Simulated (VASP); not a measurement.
# SiC (F-43m) in VASP: further runs

SiC is run at these levels: BLYP; tasks: single point.

All numbers are computed with VASP 6.6.1; they aren't measurements. Logs are shortened: lines on timing, memory, paths and dates and some standing lists are left out, and cuts for length are marked.

### Step 1. The cell of the first run

It takes space group F-43m (No. 216, cubic). Conventional cell: a = 4.269 Å, b = 4.269 Å, c = 4.269 Å, α = 90.00°, β = 90.00°, γ = 90.00°. Within 2.5 Å of Si (site symmetry -43m) lie 4 C at 1.85 Å. Within 2.5 Å of C (site symmetry -43m) lie 4 Si at 1.85 Å.

### Step 2. Single point, BLYP

INCAR reads:

```
PREC = Accurate ; ENCUT = 600
EDIFF = 1E-6 ; ISMEAR = -1
SIGMA = 0.05 ; LREAL = False
LASPH = True ; NELM = 120
ALGO = Normal ; ISIF = 2
LWAVE = False ; LCHARG = False
GGA = B5 ; ALDAX = 1.0
AGGAX = 1.0 ; AGGAC = 1.0
ALDAC = 0.0 ; NBANDS = 11
GGA_COMPAT = False
```

KPOINTS reads:

```
regular mesh
0
Gamma
  10 10 10
```

POSCAR reads:

```
SiC
1.0
    0.0000000000      2.1345181309      2.1345181309
    2.1345181309      0.0000000000      2.1345181309
    2.1345181309      2.1345181309      0.0000000000
Si C
1 1
Direct
    0.0000000000      0.0000000000      0.0000000000
    0.7500000000      0.7500000000      0.7500000000
```

Potentials or basis: VASP PAW PBE potentials, release 64 (Si, C).

On the command line:

```
$ cat potpaw_PBE.64/Si/POTCAR potpaw_PBE.64/C/POTCAR > POTCAR
$ mpirun -np 1 vasp_std > vasp.out
```

OUTCAR:

```text
PREC = Accurate
   ENCUT = 600
   EDIFF = 1E-6
   ISMEAR = -1
   LREAL = False
   LASPH = True
   NELM = 120
   ISIF = 2
   GGA = B5

 ion  position               nearest neighbor table
   1  0.000  0.000  0.000-   2 1.85   2 1.85   2 1.85   2 1.85
   2  0.750  0.750  0.750-   1 1.85   1 1.85   1 1.85   1 1.85

  LATTYP: Found a face centered cubic cell.
 ALAT       =     4.2690362618

  Lattice vectors:

 A1 = (   0.0000000000,   2.1345181309,   2.1345181309)
 A2 = (   2.1345181309,   0.0000000000,   2.1345181309)
 A3 = (   2.1345181309,   2.1345181309,   0.0000000000)

Analysis of symmetry for initial positions (statically):
=====================================================================
 Subroutine PRICEL returns:
 Original cell was already a primitive cell.

 Routine SETGRP: Setting up the symmetry group for a
 face centered cubic supercell.

 Subroutine GETGRP returns: Found 24 space group operations
 (whereof 24 operations were pure point group operations)
 out of a pool of 48 trial point group operations.

The static configuration has the point symmetry T_d .

Analysis of symmetry for dynamics (positions and initial velocities):
=====================================================================
 Subroutine PRICEL returns:
 Original cell was already a primitive cell.

 Routine SETGRP: Setting up the symmetry group for a
 face centered cubic supercell.

 Subroutine GETGRP returns: Found 24 space group operations
 (whereof 24 operations were pure point group operations)
 out of a pool of 48 trial point group operations.

The dynamic configuration has the point symmetry T_d .

 Subroutine INISYM returns: Found 24 space group operations
 (whereof 24 operations are pure point group operations),
 and found     1 'primitive' translations

----------------------------------------------------------------------------------------

                                     Primitive cell

  volume of cell :      19.4504

  direct lattice vectors                    reciprocal lattice vectors
     0.000000000  2.134518131  2.134518131    -0.234244907  0.234244907  0.234244907
     2.134518131  0.000000000  2.134518131     0.234244907 -0.234244907  0.234244907
     2.134518131  2.134518131  0.000000000     0.234244907  0.234244907 -0.234244907

  length of vectors
     3.018664490  3.018664490  3.018664490     0.405724079  0.405724079  0.405724079

  position of ions in fractional coordinates (direct lattice)
     0.000000000  0.000000000  0.000000000
     0.750000000  0.750000000  0.750000000

  ion indices of the primitive-cell ions
   primitive index   ion index
                 1           1
                 2           2

----------------------------------------------------------------------------------------

 KPOINTS: regular mesh

Automatic generation of k-mesh.
 Grid dimensions read from file:
 generate k-points for:   10   10   10

 Generating k-lattice:

  Cartesian coordinates                     Fractional coordinates (reciprocal lattice)
    -0.023424491  0.023424491  0.023424491     0.100000000  0.000000000  0.000000000
     0.023424491 -0.023424491  0.023424491     0.000000000  0.100000000  0.000000000
     0.023424491  0.023424491 -0.023424491     0.000000000  0.000000000  0.100000000

  Length of vectors
     0.040572408  0.040572408  0.040572408

  Shift w.r.t. Gamma in fractional coordinates (k-lattice)
     0.000000000  0.000000000  0.000000000

 Subroutine IBZKPT returns following result:
 ===========================================

 Found     47 irreducible k-points:

 Following reciprocal coordinates:
            Coordinates               Weight
  0.000000  0.000000  0.000000      1.000000
  0.100000  0.000000  0.000000      8.000000
  0.200000  0.000000  0.000000      8.000000
  0.300000  0.000000  0.000000      8.000000
  0.400000  0.000000  0.000000      8.000000
  0.500000  0.000000  0.000000      4.000000
[... 16 lines left out ...]
  0.300000  0.300000  0.000000      6.000000
  0.400000  0.300000  0.000000     24.000000
 [... further k-points ...]
   k-points           NKPTS =     47   k-points in BZ     NKDIM =     47   number of bands    NBANDS=     11
   number of dos      NEDOS =    301   number of ions     NIONS =      2
   total plane-waves  NPLWV =  13824
   dimension x,y,z NGX =    24 NGY =   24 NGZ =   24
   dimension x,y,z NGXF=    48 NGYF=   48 NGZF=   48
   ions per type =               1   1
   NGX,Y,Z   is equivalent  to a cutoff of  13.22, 13.22, 13.22 a.u.
   NGXF,Y,Z  is equivalent  to a cutoff of  26.43, 26.43, 26.43 a.u.
 SYSTEM =  unknown system
   PREC   = accura    normal or accurate (medium, high low for compatibility)
   ISTART =      0    job   : 0-new  1-cont  2-samecut
   ICHARG =      2    charge: 1-file 2-atom 10-const
   ISPIN  =      1    spin polarized calculation?
   LNONCOLLINEAR =      F non collinear calculations
   LSORBIT =      F    spin-orbit coupling
   LASPH  =      T    aspherical Exc in radial PAW
   ENCUT  =  600.0 eV  44.10 Ry    6.64 a.u.   6.03  6.03  6.03*2*pi/ulx,y,z
   NELM   =    120;   NELMIN=  2; NELMDL= -5     # of ELM steps
   EDIFF  = 0.1E-05   stopping-criterion for ELM
   LREAL  =      F    real-space projection
   EDIFFG = 0.1E-04   stopping-criterion for IOM
   NSW    =      0    number of steps for IOM
   IBRION =     -1    ionic relax: 0-MD 1-quasi-New 2-CG
   NFREE  =      0    steps in history (QN), initial steepest desc. (CG)
   ISIF   =      2    stress and relaxation
   ISYM   =      2    0-nonsym 1-usesym 2-fastsym
   POTIM  = 0.5000    time-step for ionic-motion
   TEBEG  =    0.0;   TEEND  =   0.0 temperature during run
   PSTRESS=    0.0 pullay stress
   NELECT =       8.0000    total number of electrons
   NUPDOWN=      -1.0000    fix difference up-down
   EMIN   =  10.00;   EMAX   =-10.00  energy-range for DOS
   EFERMI =   0.00;   METHOD = LEGACY
   ISMEAR =    -1;   SIGMA  =   0.05  broadening in eV -4-tet -1-fermi 0-gaus
   EFERMI_NEDOS =   21; number of points for ismear=-14 and -15
   IALGO  =     38    algorithm
   IMIX   =      4    mixing-type and parameters
     AMIX     =   0.40;   BMIX     =  1.00
     AMIX_MAG =   1.60;   BMIX_MAG =  1.00
  volume/ion in A,a.u.               =       9.73        65.63
  Fermi-wavevector in a.u.,A,eV,Ry     =   1.217479  2.300703 20.167321  1.482256
  Thomas-Fermi vector in A             =   2.352798
   LORBIT       =      0    0 simple, 1 ext, 2 COOP (PROOUT), +10 PAW based schemes
   GGA     = B5    functional components
   LHFCALC =     F    Hartree Fock is set to
   AEXX    =    0.0000 exact exchange contribution
   IVDW    =     0    specifies the selected vdW correction
   LEPSILON=     F    determine dielectric tensor
   LRPA    =     F    only Hartree local field effects (RPA)
 non-spin polarized calculation
  energy-cutoff  :      600.00
  volume of cell :       19.45
 maximum number of plane-waves:       662
   NGX = 13   NGY = 13   NGZ = 13

 number of electron       7.9999999 magnetization

 Free energy of the ion-electron system (eV)
  ---------------------------------------------------
  ext. energy  EPLUGINS =         0.00000000
  ---------------------------------------------------
  free energy    TOTEN  =       -13.52296449 eV

  energy without entropy =      -13.52296449  energy(sigma->0) =      -13.52296449

 E-fermi :  10.0812     XC(G=0): -10.9160

 val. band max:        9.2309962483   @ k =   0.0000   0.0000   0.0000
 cond. band min:      10.8868131235   @ k =   0.5000   0.5000   0.0000
 fundamental gap:      1.6558168751
 Fermi energy:        10.0812017668

 k-point     1 :       0.0000    0.0000    0.0000
  band No.  band energies     occupation
      1      -6.5249      2.00000
      2       9.2310      2.00000
      3       9.2310      2.00000
      4       9.2310      2.00000
      5      16.4128      0.00000
      6      17.0713      0.00000
      7      17.0713      0.00000
      8      17.0713      0.00000
      9      24.3247      0.00000
     10      24.3247      0.00000
     11      26.9755      0.00000

 k-point     2 :       0.1000    0.0000    0.0000
  band No.  band energies     occupation
      1      -6.3215      2.00000
      2       8.2416      2.00000
      3       9.0975      2.00000
      4       9.0975      2.00000
      5      16.5328      0.00000
      6      17.3206      0.00000
      7      17.3206      0.00000
      8      17.4649      0.00000
      9      23.3679      0.00000
     10      23.3679      0.00000
     11      26.4471      0.00000

 k-point     3 :       0.2000    0.0000    0.0000
  band No.  band energies     occupation
      1      -5.7201      2.00000
      2       6.1047      2.00000
      3       8.7896      2.00000
      4       8.7896      2.00000
      5      16.1503      0.00000
      6      17.6771      0.00000
      7      17.6771      0.00000
      8      18.7398      0.00000
      9      22.6975      0.00000
     10      22.6975      0.00000
     11      25.5580      0.00000

 k-point     4 :       0.3000    0.0000    0.0000
  band No.  band energies     occupation
      1      -4.7564      2.00000
      2       3.7349      2.00000
      3       8.4705      2.00000
      4       8.4705      2.00000
      5      15.7361      0.00000
      6      17.4993      0.00000
      7      17.4993      0.00000
      8      19.6869      0.00000
      9      23.5861      0.00000
     10      23.5861      0.00000
     11      25.3453      0.00000
[... 239 lines left out ...]
 k-point    22 :      -0.2000    0.2000    0.0000
  band No.  band energies     occupation
      1      -4.4337      2.00000
      2       4.4132      2.00000
      3       5.9736      2.00000
      4       8.5845      2.00000
      5      16.2951      0.00000
      6      17.9449      0.00000
      7      18.1461      0.00000
      8      19.0505      0.00000
      9      21.2900      0.00000
     10      25.4944      0.00000
     11      29.4040      0.00000

 k-point    23 :       0.3000    0.3000    0.0000
  band No.  band energies     occupation
      1      -4.1580      2.00000
      2       4.8977      2.00000
      3       6.8257      2.00000
      4       6.8257      2.00000
      5      12.7927      0.00000
      6      15.3278      0.00000
      7      21.4460      0.00000
      8      21.4460      0.00000
      9      22.5153      0.00000
     10      27.0322      0.00000
     11      31.9077      0.00000

 k-point    24 :       0.4000    0.3000    0.0000
  band No.  band energies     occupation
      1      -3.2509      2.00000
      2       3.6355      2.00000
      3       6.0295      2.00000
      4       6.5566      2.00000
      5      12.4565      0.00000
      6      15.3383      0.00000
      7      21.6125      0.00000
      8      21.8445      0.00000
      9      23.8378      0.00000
     10      28.1018      0.00000
     11      31.6618      0.00000

 [... further k-points ...]

------------------------ aborting loop because EDIFF is reached ----------------------------------------

  FORCE on cell =-STRESS in cart. coord.  units (eV):
  Direction    XX          YY          ZZ          XY          YZ          ZX
  --------------------------------------------------------------------------------------
  -------------------------------------------------------------------------------------
  Total        2.9414221      2.9414221      2.9414221      0.0000000      0.0000000     -0.0000000
  in kB      242.2916171    242.2916171    242.2916171      0.0000000      0.0000000     -0.0000000
  external PRESSURE =     242.2916171 kB  Pullay stress =       0.0000000 kB

 VOLUME and BASIS-vectors are now :
 -----------------------------------------------------------------------------
  energy-cutoff  :      600.00
  volume of cell :       19.45
      direct lattice vectors                 reciprocal lattice vectors
     0.000000000  2.134518131  2.134518131    -0.234244907  0.234244907  0.234244907
     2.134518131  0.000000000  2.134518131     0.234244907 -0.234244907  0.234244907
     2.134518131  2.134518131  0.000000000     0.234244907  0.234244907 -0.234244907

 POSITION                                       TOTAL-FORCE (eV/Angst)
 -----------------------------------------------------------------------------------
      0.00000      0.00000      0.00000        -0.000000     -0.000000     -0.000000
      3.20178      3.20178      3.20178         0.000000      0.000000      0.000000
 -----------------------------------------------------------------------------------
    total drift:                               -0.000000     -0.000000     -0.000000

  FREE ENERGIE OF THE ION-ELECTRON SYSTEM (eV)
  ---------------------------------------------------
  free  energy   TOTEN  =       -13.5229644892 eV

  energy  without entropy=      -13.5229644882  energy(sigma->0) =      -13.52296449
```

Run time: 15 s. Hardware: 1 thread of AMD EPYC 7R43 (Zen 3), shared host; peak memory 0.11 GiB.

What came out:

```yaml
Free_energy: -13.5230 eV
Pressure: 24.2 GPa
Band_gap_on_the_k_mesh: 1.66 eV (least direct gap 4.91 eV)
```

Levels at points of the mesh, in eV from the valence-band top:
```tsv
k point	band 1	band 2	band 3	band 4	band 5	band 6	band 7	band 8	band 9
(0.00, 0.00, 0.00)	-15.76	0.00	0.00	0.00	7.18	7.84	7.84	7.84	15.09
(0.50, 0.00, 0.00)	-12.02	-8.72	-1.06	-1.06	6.15	7.67	7.67	10.72	17.21
(0.50, 0.50, 0.00)	-10.51	-7.91	-3.25	-3.25	1.66	4.78	14.84	14.84	15.68
```

Caveat: the cell stands under pressure; the PAW data sets were made with another functional, which shifts forces and pressure a little. A k mesh can miss the band edges.

### Step 3. Single point, BLYP

This run uses another cell than the first one, of 9.93 Å³/atom.

INCAR reads:

```
PREC = Accurate
ENCUT = 600
EDIFF = 1E-6
ISMEAR = -1
SIGMA = 0.05
LREAL = F
LASPH = T
NELM = 120
ALGO = Normal
ISIF = 2
LWAVE = F
LCHARG = F
GGA = B5
ALDAX = 1.0
AGGAX = 1.0
AGGAC = 1.0
ALDAC = 0.0
NBANDS = 11
GGA_COMPAT = F
```

KPOINTS reads:

```
Automatic mesh
0
Gamma
  10 10 10
```

POSCAR reads:

```
SiC
1.0
    0.0000000000      2.1495504440      2.1495504440
    2.1495504440      0.0000000000      2.1495504440
    2.1495504440      2.1495504440      0.0000000000
Si C
1 1
Direct
    0.0000000000      0.0000000000      0.0000000000
    0.7500000000      0.7500000000      0.7500000000
```

Potentials or basis: VASP PAW PBE potentials, release 64 (Si, C).

On the command line:

```
$ cat potpaw_PBE.64/Si/POTCAR potpaw_PBE.64/C/POTCAR > POTCAR
$ mpirun -np 1 vasp_std > vasp.out
```

OUTCAR:

```text
PREC = Accurate
   ENCUT = 600
   EDIFF = 1E-6
   ISMEAR = -1
   LREAL = F
   LASPH = T
   NELM = 120
   ISIF = 2
   GGA = B5

 ion  position               nearest neighbor table
   1  0.000  0.000  0.000-   2 1.86   2 1.86   2 1.86   2 1.86
   2  0.750  0.750  0.750-   1 1.86   1 1.86   1 1.86   1 1.86

  LATTYP: Found a face centered cubic cell.
 ALAT       =     4.2991008880

  Lattice vectors:

[... 518 lines left out ...]
     11      31.0825      0.00000

 [... further k-points ...]

------------------------ aborting loop because EDIFF is reached ----------------------------------------

  FORCE on cell =-STRESS in cart. coord.  units (eV):
  Direction    XX          YY          ZZ          XY          YZ          ZX
  --------------------------------------------------------------------------------------
  -------------------------------------------------------------------------------------
  Total        2.2806676      2.2806676      2.2806676     -0.0000000     -0.0000000     -0.0000000
  in kB      183.9499459    183.9499459    183.9499459     -0.0000000     -0.0000000     -0.0000000
  external PRESSURE =     183.9499459 kB  Pullay stress =       0.0000000 kB

 VOLUME and BASIS-vectors are now :
 -----------------------------------------------------------------------------
  energy-cutoff  :      600.00
  volume of cell :       19.86
      direct lattice vectors                 reciprocal lattice vectors
     0.000000000  2.149550444  2.149550444    -0.232606777  0.232606777  0.232606777
     2.149550444  0.000000000  2.149550444     0.232606777 -0.232606777  0.232606777
     2.149550444  2.149550444  0.000000000     0.232606777  0.232606777 -0.232606777

 POSITION                                       TOTAL-FORCE (eV/Angst)
 -----------------------------------------------------------------------------------
      0.00000      0.00000      0.00000        -0.000000     -0.000000     -0.000000
      3.22433      3.22433      3.22433         0.000000      0.000000      0.000000
 -----------------------------------------------------------------------------------
    total drift:                               -0.000000     -0.000000     -0.000000

  FREE ENERGIE OF THE ION-ELECTRON SYSTEM (eV)
  ---------------------------------------------------
  free  energy   TOTEN  =       -13.5783322798 eV

  energy  without entropy=      -13.5783322789  energy(sigma->0) =      -13.57833228
```

OSZICAR:

```text
N       E                     dE             d eps       ncg     rms          rms(c)
DAV:   1     0.903579750545E+01    0.90358E+01   -0.43957E+03  1050   0.701E+02
DAV:   2    -0.150801980498E+02   -0.24116E+02   -0.22970E+02  1258   0.122E+02
DAV:   3    -0.158844611202E+02   -0.80426E+00   -0.80268E+00  1256   0.191E+01
DAV:   4    -0.158876631126E+02   -0.32020E-02   -0.32017E-02  1185   0.155E+00
DAV:   5    -0.158876776100E+02   -0.14497E-04   -0.14497E-04  1266   0.976E-02    0.904E+00
DAV:   6    -0.136321859593E+02    0.22555E+01   -0.83383E+00  1163   0.133E+01    0.358E+00
DAV:   7    -0.135834056582E+02    0.48780E-01   -0.48658E-01  1238   0.406E+00    0.177E+00
DAV:   8    -0.135781315679E+02    0.52741E-02   -0.34585E-02  1196   0.124E+00    0.208E-01
DAV:   9    -0.135782421440E+02   -0.11058E-03   -0.16857E-03  1286   0.253E-01    0.124E-01
DAV:  10    -0.135783265307E+02   -0.84387E-04   -0.38939E-04  1157   0.117E-01    0.258E-02
DAV:  11    -0.135783317211E+02   -0.51904E-05   -0.59954E-05  1244   0.446E-02    0.181E-02
DAV:  12    -0.135783322798E+02   -0.55872E-06   -0.41377E-06  1199   0.117E-02
   1 F= -.13578332E+02 E0= -.13578332E+02  d E =-.884696E-09
```

Run time: 16 s. Hardware: 1 thread of AMD EPYC 7R43 (Zen 3), shared host; peak memory 0.11 GiB.

Results:

```
Free energy            : -13.5783 eV
Pressure               : 18.4 GPa
Band gap on the k mesh : 1.67 eV (least direct gap 4.88 eV)
```

Caveat: the cell stands under pressure; the PAW data sets were made with another functional, which shifts forces and pressure a little. A k mesh can miss the band edges.

[end of part 1 of 2]
